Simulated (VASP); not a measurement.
A run of VASP 6.6.1 is set up as follows.

INCAR

```
SYSTEM = Cu
PREC = Accurate
ENCUT = 520
EDIFF = 1E-6
ISMEAR = 0
SIGMA = 0.1
LREAL = .FALSE.
LASPH = .TRUE.
NELM = 80
ALGO = Fast
ISIF = 2
LWAVE = .FALSE.
LCHARG = .TRUE.
GGA = PE
LELF = .TRUE.
LVHAR = .TRUE.
NBANDS = 18
```

KPOINTS

```
Automatic mesh
0
G
  20 20 14
  0 0 0
```

POSCAR

```
Cu
1.0
    1.7767319852      1.7767319852      0.0000000000
   -1.7767319852      1.7767319852      0.0000000000
    0.0000000000      0.0000000000      3.8475909792
Cu
2
Direct
    0.0000000000      0.0000000000      0.0000000000
    0.5000000000      0.5000000000      0.5000000000
```

Potentials or basis: VASP PAW PBE potentials, release 64 (Cu).

Run with:

```bash
$ cat potpaw_PBE.64/Cu/POTCAR > POTCAR
$ mpirun -np 1 vasp_std > vasp.out
```

**Question.** Predict the band gap on the k mesh.

**Answer.** Zero (band 11 reaches 13.43 eV, above the bottom of band 12 at 5.45 eV).

**Question.** What does it give for the pressure?

**Answer.** -1.0 GPa.

Stress tensor (GPa, compression positive):
```
 0.83  0.00  0.00
 0.00  0.83  0.00
 0.00  0.00 -4.67
```

Caveat: the cell differs from its parent crystal (uniaxial strain along c: +6.0 %, then relaxed in part).
